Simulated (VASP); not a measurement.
A run of VASP 6.6.1 is set up as follows.

INCAR

```
PREC = Accurate ; ENCUT = 600
EDIFF = 1E-6 ; ISMEAR = 0
SIGMA = 0.1 ; LREAL = False
LASPH = True ; NELM = 200
ALGO = Normal ; ISIF = 2
LWAVE = False ; LCHARG = True
LMAXMIX = 4 ; LDAU = True
LDAUTYPE = 1 ; LDAUL = -1 2 -1
LDAUU = 0 6 0 ; LDAUJ = 0 0.82 0
LDAUPRINT = 1 ; GGA = PE
LELF = True ; LVHAR = True
NBANDS = 28 ; GGA_COMPAT = False
```

Contents of KPOINTS:

```
regular mesh
0
Gamma
  2 2 2
```

POSCAR

```
SrTiO3
1.0
    3.9127013100      0.0000000000      0.0000000000
    0.0000000000      3.9127013100      0.0000000000
    0.0000000000      0.0000000000      3.9127013100
Sr Ti O
1 1 3
Direct
    0.0000000000      0.0000000000      0.0000000000
    0.5000000000      0.5000000000      0.5000000000
    0.5000000000      0.0000000000      0.5000000000
    0.5000000000      0.5000000000      0.0000000000
    0.0000000000      0.5000000000      0.5000000000
```

Potentials or basis: VASP PAW PBE potentials, release 64 (Sr_sv, Ti_sv, O).

Run with:

```bash
$ cat potpaw_PBE.64/Sr_sv/POTCAR potpaw_PBE.64/Ti_sv/POTCAR potpaw_PBE.64/O/POTCAR > POTCAR
$ mpirun -np 1 vasp_std > vasp.out
```

Task: Estimate the band gap on the k mesh.

Result: 2.16 eV, indirect (least direct gap 2.61 eV).

Task: Predict the pressure.

Result: 10.8 GPa.

Eigenvalues of the final occupation matrices:
```tsv
site	spin	trace	eigenvalues
site 2 d	1	0.75	0.10 0.10 0.10 0.23 0.23
site 2 d	2	0.75	0.10 0.10 0.10 0.23 0.23
```

Caveat: the k points lie up to 0.80 Å⁻¹ apart. A k mesh can miss the band edges.
